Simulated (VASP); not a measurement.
The system is Sc.

```
CELL_PARAMETERS angstrom
3.30900 0.00000 0.00000
-1.65450 2.86568 0.00000
0.00000 0.00000 5.27330
ATOMIC_POSITIONS crystal
Sc 0.33333 0.66667 0.25000
Sc 0.66667 0.33333 0.75000
```

| Item | Value |
| --- | --- |
| Program | VASP 6.6.1 |
| Task | relaxation of cell and atoms |
| Functional | LDA |
| Potentials or basis | VASP PAW LDA potentials, release 64 (Sc_sv) |
| Cutoff | 600 eV |
| k mesh | 9 × 9 × 5 |
| Occupations | fermi-dirac, width 0.05 eV |
| Spin | no spin polarisation |

At the start: pressure -5.2 GPa; volume 25.00 Å³/atom.

Where does the relaxation end?

Over 8 steps the energy falls by 44.7 meV/atom and the volume is 22.58 Å³/atom (-9.7 %); space group P6_3/mmc (No. 194, to 0.05 Å).

The path:
```csv
step,energy change (eV),largest force (eV/Å),pressure (GPa),volume (Å³)
1,0.0000,0.0000,-5.22,50.00
2,-0.0841,0.0000,1.24,44.34
3,-0.0869,0.0000,0.14,45.13
4,-0.0869,0.0000,0.00,45.23
5,-0.0887,0.0000,-0.05,45.25
6,-0.0893,0.0000,-0.09,45.26
7,-0.0893,0.0000,-0.09,45.26
8,-0.0894,0.0000,0.03,45.17
```

Final structure:
```yaml
crystal:
  lattice:
    - [3.23027, 0.00000, 0.00000]
    - [-1.61514, 2.79750, 0.00000]
    - [0.00000, 0.00000, 4.99841]
  atoms:
    - { symbol: Sc, position: [0.33333, 0.66667, 0.25000] }
    - { symbol: Sc, position: [0.66667, 0.33333, 0.75000] }
```
